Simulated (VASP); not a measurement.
## Cr: single point with r2SCAN

Cr:

```xyz
1
Lattice="0.0000 1.8026 1.8026 1.8026 0.0000 1.8026 1.8026 1.8026 0.0000" Properties=species:S:1:pos:R:3 pbc="T T T"
Cr    0.0000    0.0000    0.0000
```

```json
{
  "Program": "VASP 6.6.1",
  "Task": "single point",
  "Functional": "r2SCAN",
  "Potentials or basis": "VASP PAW PBE potentials, release 64 (Cr_pv)",
  "Cutoff": "520 eV",
  "k mesh": "8 × 8 × 8",
  "Occupations": "gaussian, width 0.1 eV",
  "Spin": "collinear spin, ferromagnetic start",
  "Starting moments": "[0.48] μB",
  "Dipole correction": "no",
  "Further INCAR settings": "ALGO = Normal; EDIFF = 1e-07; NBANDS = 16"
}
```

```json
{
  "Pressure": "-0.3 GPa",
  "Band gap on the k mesh": "zero (filled and empty bands overlap)",
  "Net moment": "0.00 μB per cell",
  "Valence electrons inside the program's atomic spheres": "Cr 11.28"
}
```

Levels at points of the mesh, in eV from the Fermi level:
Spin up:
```
           k point  band 4  band 5  band 6  band 7  band 8  band 9
(0.00, 0.00, 0.00)   -8.04   -0.43   -0.43   -0.43    1.61    1.61
(0.50, 0.00, 0.00)   -4.17   -0.46   -0.46    0.72    2.75    2.75
(0.50, 0.50, 0.00)   -4.27   -3.49    2.83    2.99    2.99    3.45
```
Spin down:
| k point | band 4 | band 5 | band 6 | band 7 | band 8 | band 9 |
| --- | --- | --- | --- | --- | --- | --- |
| (0.00, 0.00, 0.00) | -8.04 | -0.43 | -0.43 | -0.43 | 1.61 | 1.61 |
| (0.50, 0.00, 0.00) | -4.17 | -0.46 | -0.46 | 0.72 | 2.75 | 2.75 |
| (0.50, 0.50, 0.00) | -4.27 | -3.49 | 2.83 | 2.99 | 2.99 | 3.45 |

Run time: 51 s on 1 thread of Intel(R) Xeon(R) Platinum 8488C (Sapphire Rapids), on a shared host, peak memory 0.14 GiB.

Caveat: the k points lie up to 0.38 Å⁻¹ apart; the PAW data sets were made with another functional, which shifts forces and pressure a little.
